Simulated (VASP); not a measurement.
# BN (P1) in VASP: further runs

Runs on BN. Level: r2SCAN. Tasks: single point.

All numbers are computed with VASP 6.6.1; they aren't measurements. Logs are shortened: lines on timing, memory, paths and dates and some standing lists are left out, and cuts for length are marked.

### 1 The cell of the first run

The typed cell holds 4 atoms: a = 2.554 Å, b = 2.554 Å, c = 4.227 Å, α = 90.00°, β = 90.00°, γ = 120.00°.

### 2 Single point, r2SCAN (atom 1 (B) moved by (-0.300, +0.600) A along x and z)

The input, POSCAR:

```
BN
1.0
    2.5539396017      0.0000000000      0.0000000000
   -1.2769698009      2.2117765748      0.0000000000
    0.0000000000      0.0000000000      4.2268550000
B N
2 2
Direct
    0.5492010853      0.3333333333      1.1416735109
    0.3333333333      0.6666666667      0.4997240000
    0.6666666667      0.3333333333      0.6252760000
    0.3333333333      0.6666666667      0.1252760000
```

The input, INCAR.step1:

```
  ALGO = Normal
  EDIFF = 1E-5
  ENCUT = 660
  GGA = PE
  GGA_COMPAT = False
  ISMEAR = 0
  LASPH = True
  LCHARG = False
  LREAL = False
  LWAVE = True
  NBANDS = 16
  NELM = 120
  PREC = Accurate
  SIGMA = 0.05
```

The input, INCAR.step2:

```
  ALGO = Normal
  EDIFF = 1E-6
  ENCUT = 660
  GGA_COMPAT = False
  ISIF = 2
  ISMEAR = 0
  ISTART = 1
  LASPH = True
  LCHARG = True
  LELF = True
  LMIXTAU = True
  LREAL = False
  LVHAR = True
  LWAVE = False
  METAGGA = R2SCAN
  NBANDS = 16
  NELM = 120
  PREC = Accurate
  SIGMA = 0.05
```

The input, KPOINTS:

```
k-points
0
Gamma
  12 12 6
```

Potentials or basis: VASP PAW PBE potentials, release 64 (B, N).

On the command line:

```console
$ cat potpaw_PBE.64/B/POTCAR potpaw_PBE.64/N/POTCAR > POTCAR
$ cp INCAR.step1 INCAR
$ mpirun -np 1 vasp_std > vasp.out
$ cp INCAR.step2 INCAR
$ mpirun -np 1 vasp_std > vasp.out
```

OUTCAR:

```text
EDIFF = 1E-6
   ENCUT = 660
   ISIF = 2
   ISMEAR = 0
   ISTART = 1
   LASPH = True
   LREAL = False
   METAGGA = R2SCAN
   NELM = 120
   PREC = Accurate

 ion  position               nearest neighbor table
   1  0.549  0.333  0.142-   4 1.23   4 1.51   4 1.74   2 1.95   2 2.13
   2  0.333  0.667  0.500-   3 1.57   3 1.57   3 1.57   4 1.58   1 1.95   1 2.13
   3  0.667  0.333  0.625-   2 1.57   2 1.57   2 1.57
   4  0.333  0.667  0.125-   1 1.23   1 1.51   2 1.58   1 1.74

  LATTYP: Found a hexagonal cell.
 ALAT       =     2.5539396017
 C/A-ratio  =     1.6550332659

  Lattice vectors:

 A1 = (   2.5539396017,   0.0000000000,   0.0000000000)
 A2 = (  -1.2769698009,   2.2117765748,   0.0000000000)
 A3 = (   0.0000000000,   0.0000000000,   4.2268550000)

Analysis of symmetry for initial positions (statically):
=====================================================================
 Subroutine PRICEL returns:
 Original cell was already a primitive cell.

 Routine SETGRP: Setting up the symmetry group for a
 hexagonal supercell.

 Subroutine GETGRP returns: Found  1 space group operations
 (whereof  1 operations were pure point group operations)
 out of a pool of 24 trial point group operations.

The static configuration has the point symmetry C_1 .

Analysis of symmetry for dynamics (positions and initial velocities):
=====================================================================
 Subroutine PRICEL returns:
 Original cell was already a primitive cell.

 Routine SETGRP: Setting up the symmetry group for a
 hexagonal supercell.

 Subroutine GETGRP returns: Found  1 space group operations
 (whereof  1 operations were pure point group operations)
 out of a pool of 24 trial point group operations.

The dynamic configuration has the point symmetry C_1 .

 Subroutine INISYM returns: Found  1 space group operations
 (whereof  1 operations are pure point group operations),
 and found     1 'primitive' translations

----------------------------------------------------------------------------------------

                                     Primitive cell

  volume of cell :      23.8764

  direct lattice vectors                    reciprocal lattice vectors
     2.553939602  0.000000000  0.000000000     0.391551938  0.226062617  0.000000000
    -1.276969801  2.211776575  0.000000000     0.000000000  0.452125233  0.000000000
[... 91 lines left out ...]
   EDIFFG = 0.1E-04   stopping-criterion for IOM
   NSW    =      0    number of steps for IOM
   IBRION =     -1    ionic relax: 0-MD 1-quasi-New 2-CG
   NFREE  =      0    steps in history (QN), initial steepest desc. (CG)
   ISIF   =      2    stress and relaxation
   ISYM   =      2    0-nonsym 1-usesym 2-fastsym
   POTIM  = 0.5000    time-step for ionic-motion
   TEBEG  =    0.0;   TEEND  =   0.0 temperature during run
   PSTRESS=    0.0 pullay stress
   NELECT =      16.0000    total number of electrons
   NUPDOWN=      -1.0000    fix difference up-down
   EMIN   =  10.00;   EMAX   =-10.00  energy-range for DOS
   EFERMI =   0.00;   METHOD = LEGACY
   ISMEAR =     0;   SIGMA  =   0.05  broadening in eV -4-tet -1-fermi 0-gaus
   EFERMI_NEDOS =   21; number of points for ismear=-14 and -15
   IALGO  =     38    algorithm
   IMIX   =      4    mixing-type and parameters
     AMIX     =   0.40;   BMIX     =  1.00
     AMIX_MAG =   1.60;   BMIX_MAG =  1.00
  volume/ion in A,a.u.               =       5.97        40.28
  Fermi-wavevector in a.u.,A,eV,Ry     =   1.432600  2.707222 27.923836  2.052344
  Thomas-Fermi vector in A             =   2.552210
   LORBIT       =      0    0 simple, 1 ext, 2 COOP (PROOUT), +10 PAW based schemes
   METAGGA = R2SCAN    functional components
   LHFCALC =     F    Hartree Fock is set to
   AEXX    =    0.0000 exact exchange contribution
   IVDW    =     0    specifies the selected vdW correction
   LEPSILON=     F    determine dielectric tensor
   LRPA    =     F    only Hartree local field effects (RPA)
 non-spin polarized calculation
 Gauss-broadening in eV      SIGMA  =   0.05
  energy-cutoff  :      660.00
  volume of cell :       23.88
 maximum number of plane-waves:       942
 NGX is ok and might be reduce to    24
   NGX = 11   NGY = 11   NGZ = 17

 number of electron      16.0000001 magnetization

 Free energy of the ion-electron system (eV)
  ---------------------------------------------------
  ext. energy  EPLUGINS =         0.00000000
  ---------------------------------------------------
  free energy    TOTEN  =       -33.79659312 eV

  energy without entropy =      -33.79659312  energy(sigma->0) =      -33.79659312

 E-fermi :   8.4075     XC(G=0): -13.5172

 val. band max:        8.1744944384   @ k =   0.0833   0.0000   0.0000
 cond. band min:      10.7231460985   @ k =   0.5000   0.5000   0.5000
 fundamental gap:      2.5486516601
 Fermi energy:         8.4075354450

 k-point     1 :       0.0000    0.0000    0.0000
  band No.  band energies     occupation
      1     -15.4129      2.00000
      2      -9.7798      2.00000
      3      -3.7463      2.00000
      4       0.0045      2.00000
      5       5.4233      2.00000
      6       7.1970      2.00000
[... 433 lines left out ...]
      3      -2.5626      2.00000
      4      -1.6920      2.00000
      5       2.8732      2.00000
      6       4.2706      2.00000
[... 8 lines left out ...]
     15      22.4316      0.00000
     16      24.2335      0.00000

 [... further k-points ...]

------------------------ aborting loop because EDIFF is reached ----------------------------------------

  FORCE on cell =-STRESS in cart. coord.  units (eV):
  Direction    XX          YY          ZZ          XY          YZ          ZX
  --------------------------------------------------------------------------------------
  -------------------------------------------------------------------------------------
  Total        8.3730256      5.2503276      5.5427572     -5.4415770     -0.6313832      0.8311083
  in kB      561.8543832    352.3122595    371.9351371   -365.1456527    -42.3676517     55.7697833
  external PRESSURE =     428.7005933 kB  Pullay stress =       0.0000000 kB

 VOLUME and BASIS-vectors are now :
 -----------------------------------------------------------------------------
  energy-cutoff  :      660.00
  volume of cell :       23.88
      direct lattice vectors                 reciprocal lattice vectors
     2.553939602  0.000000000  0.000000000     0.391551938  0.226062617  0.000000000
    -1.276969801  2.211776575  0.000000000     0.000000000  0.452125233  0.000000000
     0.000000000  0.000000000  4.226855000     0.000000000  0.000000000  0.236582518

 POSITION                                       TOTAL-FORCE (eV/Angst)
 -----------------------------------------------------------------------------------
      0.97697      0.73726      0.59883        12.175995     -6.162149     -2.994746
     -0.00000      1.47452      2.11226        -0.265744     -0.018566      5.745981
      1.27697      0.73726      2.64295        -0.015398     -0.119331     -3.991357
     -0.00000      1.47452      0.52952       -11.894852      6.300045      1.240123
 -----------------------------------------------------------------------------------
    total drift:                                0.000037     -0.000022      0.000488

  FREE ENERGIE OF THE ION-ELECTRON SYSTEM (eV)
  ---------------------------------------------------
  free  energy   TOTEN  =       -33.7965931232 eV

  energy  without entropy=      -33.7965931232  energy(sigma->0) =      -33.79659312
```

OUTCAR.step1:

```text
EDIFF = 1E-5
   ENCUT = 660
   GGA = PE
   ISMEAR = 0
[... 686 lines left out ...]
      0.97697      0.73726      0.59883        12.221870     -6.185584     -2.803483
     -0.00000      1.47452      2.11226        -0.257104     -0.024607      5.408387
      1.27697      0.73726      2.64295         0.012192     -0.115465     -3.614421
     -0.00000      1.47452      0.52952       -11.976959      6.325656      1.009517
 -----------------------------------------------------------------------------------
    total drift:                                0.000065     -0.000066     -0.000179

  FREE ENERGIE OF THE ION-ELECTRON SYSTEM (eV)
  ---------------------------------------------------
  free  energy   TOTEN  =       -30.4579364840 eV

  energy  without entropy=      -30.4579364840  energy(sigma->0) =      -30.45793648
```

OSZICAR.step1:

```text
N       E                     dE             d eps       ncg     rms          rms(c)
DAV:   1     0.610670093667E+02    0.61067E+02   -0.96742E+03 13952   0.118E+03
DAV:   2    -0.300172406159E+02   -0.91084E+02   -0.83774E+02 19408   0.294E+02
DAV:   3    -0.331396746632E+02   -0.31224E+01   -0.31083E+01 16760   0.512E+01
DAV:   4    -0.331511480277E+02   -0.11473E-01   -0.11472E-01 17312   0.338E+00
DAV:   5    -0.331511957250E+02   -0.47697E-04   -0.47697E-04 16888   0.207E-01    0.110E+01
DAV:   6    -0.306897311658E+02    0.24615E+01   -0.31679E+00 18432   0.178E+01    0.493E+00
DAV:   7    -0.304916885937E+02    0.19804E+00   -0.51951E-01 16736   0.612E+00    0.294E+00
DAV:   8    -0.304564362292E+02    0.35252E-01   -0.59857E-02 18392   0.224E+00    0.668E-01
DAV:   9    -0.304577761655E+02   -0.13399E-02   -0.60696E-03 16744   0.757E-01    0.193E-01
DAV:  10    -0.304578967044E+02   -0.12054E-03   -0.51907E-04 17592   0.233E-01    0.390E-02
DAV:  11    -0.304579287983E+02   -0.32094E-04   -0.92775E-05 17112   0.896E-02    0.163E-02
DAV:  12    -0.304579364840E+02   -0.76857E-05   -0.72724E-06 13664   0.241E-02
   1 F= -.30457936E+02 E0= -.30457936E+02  d E =-.693205E-14
```

Run time: 15 min. Hardware: 1 thread of Oxide Virtual Turin-like, shared host; peak memory 0.28 GiB.

Results:

```
Free energy            : -33.7966 eV
Pressure               : 42.9 GPa
Largest force          : 13.971 eV/Å
Band gap on the k mesh : 2.55 eV (least direct gap 4.24 eV)
```

Forces on the atoms (eV/Å):
```
B    12.176  -6.162  -2.995
B    -0.266  -0.019   5.746
N    -0.015  -0.119  -3.991
N   -11.895   6.300   1.240
```

Levels at points of the mesh, in eV from the valence-band top:
| k point | band 6 | band 7 | band 8 | band 9 | band 10 | band 11 |
| --- | --- | --- | --- | --- | --- | --- |
| (0.00, 0.00, 0.00) | -0.98 | -0.56 | -0.02 | 5.04 | 7.64 | 9.56 |
| (0.50, 0.00, 0.00) | -8.16 | -3.53 | -2.90 | 4.73 | 7.97 | 10.04 |
| (0.00, 0.50, 0.00) | -6.94 | -3.59 | -3.20 | 3.42 | 6.35 | 9.41 |
| (0.50, 0.50, 0.00) | -6.82 | -4.64 | -3.11 | 5.24 | 6.59 | 9.72 |
| (0.00, 0.00, 0.50) | -2.49 | -1.11 | -0.83 | 5.17 | 8.23 | 9.75 |
| (0.50, 0.00, 0.50) | -5.38 | -3.84 | -1.77 | 5.40 | 5.75 | 7.82 |
| (0.00, 0.50, 0.50) | -5.09 | -3.75 | -1.79 | 3.58 | 4.39 | 7.45 |
| (0.50, 0.50, 0.50) | -4.59 | -3.67 | -1.69 | 2.55 | 6.12 | 7.31 |

Caveat: the cell differs from its parent crystal (atom 1 (B) moved by (-0.300, +0.600) A along x and z); the stress differs along the axes, from 35 to 56 GPa; the PAW data sets were made with another functional, which shifts forces and pressure a little.

### 3 Single point, r2SCAN (atom 1 (B) moved by (-0.300, -0.300) A along x and z)

POSCAR: that of step 2 with these lines changed.

```diff
@@ -8,3 +8,3 @@
 Direct
-    0.5492010853      0.3333333333      1.1416735109
+    0.5492010853      0.3333333333      0.9287492445
     0.3333333333      0.6666666667      0.4997240000
```

The input, INCAR.step1:

```
PREC     = Accurate       # precision mode
ENCUT    = 660            # plane-wave cutoff, eV
ISMEAR   = 0              # smearing method
SIGMA    = 0.05           # smearing width, eV
LREAL    = F              # projectors in reciprocal space
LASPH    = T              # aspherical terms in the spheres
NELM     = 120            # most SCF steps
NBANDS   = 16             # bands
GGA      = PE             # functional
ALGO     = Normal         # electronic algorithm
EDIFF    = 1E-5           # SCF threshold, eV
LWAVE    = T              # write WAVECAR
LCHARG   = F              # write CHGCAR
GGA_COMPAT= F
```

The input, INCAR.step2:

```
PREC     = Accurate       # precision mode
ENCUT    = 660            # plane-wave cutoff, eV
EDIFF    = 1E-6           # SCF threshold, eV
ISMEAR   = 0              # smearing method
SIGMA    = 0.05           # smearing width, eV
LREAL    = F              # projectors in reciprocal space
LASPH    = T              # aspherical terms in the spheres
NELM     = 120            # most SCF steps
ALGO     = Normal         # electronic algorithm
ISIF     = 2              # what is computed and relaxed
LWAVE    = F              # write WAVECAR
LCHARG   = F              # write CHGCAR
METAGGA  = R2SCAN         # meta-GGA
LMIXTAU  = T            
NBANDS   = 16             # bands
ISTART   = 1            
GGA_COMPAT= F
```

The input, KPOINTS:

```
Automatic mesh
0
Gamma
  12 12 6
```

Potentials or basis: VASP PAW PBE potentials, release 64 (B, N).

On the command line:

```console
$ cat potpaw_PBE.64/B/POTCAR potpaw_PBE.64/N/POTCAR > POTCAR
$ cp INCAR.step1 INCAR
$ mpirun -np 1 vasp_std > vasp.out
$ cp INCAR.step2 INCAR
$ mpirun -np 1 vasp_std > vasp.out
```

It took 12 min on 1 thread of Oxide Virtual Turin-like, shared host; peak memory 0.28 GiB.

It converged, with:

```
Free energy            : -35.7776 eV
Pressure               : 19.1 GPa
Largest force          : 13.994 eV/Å
Band gap on the k mesh : 1.42 eV (least direct gap 4.66 eV)
```

Forces in eV/Å, atoms in the order of the input:
```
B    2.119 -1.305 13.771
B   -0.050  0.110 -4.140
N   -0.349 -0.022 -6.738
N   -1.720  1.217 -2.892
```

Stress tensor (GPa, compression positive):
```
21.36  8.10 -3.74
 8.10  9.65  3.78
-3.74  3.78 26.19
```

Levels at points of the mesh, in eV from the valence-band top:
```csv
k point,band 4,band 5,band 6,band 7,band 8,band 9,band 10,band 11,band 12,band 13
"(0.00, 0.00, 0.00)",-5.86,-5.57,-4.73,-1.61,0.00,5.11,6.08,6.89,7.95,9.04
"(0.50, 0.00, 0.00)",-10.38,-8.46,-8.34,-7.60,-3.17,3.53,4.22,6.82,9.18,11.61
"(0.00, 0.50, 0.00)",-10.53,-9.24,-8.18,-7.97,-2.20,2.46,4.71,7.59,9.88,11.72
"(0.50, 0.50, 0.00)",-10.81,-9.76,-8.27,-7.88,-2.22,4.01,5.23,7.32,9.46,11.77
"(0.00, 0.00, 0.50)",-7.93,-5.54,-5.36,-2.46,-0.14,4.67,6.19,7.11,8.43,9.16
"(0.50, 0.00, 0.50)",-11.46,-8.09,-7.47,-5.59,-4.06,3.49,4.01,6.61,9.09,11.48
"(0.00, 0.50, 0.50)",-11.63,-8.42,-7.64,-5.90,-2.85,2.99,3.65,6.46,9.63,11.60
"(0.50, 0.50, 0.50)",-11.86,-8.14,-7.60,-5.99,-3.17,3.00,4.29,7.67,9.79,11.40
```

Caveat: the cell differs from its parent crystal (atom 1 (B) moved by (-0.300, -0.300) A along x and z); the stress differs along the axes, from 10 to 26 GPa; the PAW data sets were made with another functional, which shifts forces and pressure a little.

(Part 1 of 2 ends here.)
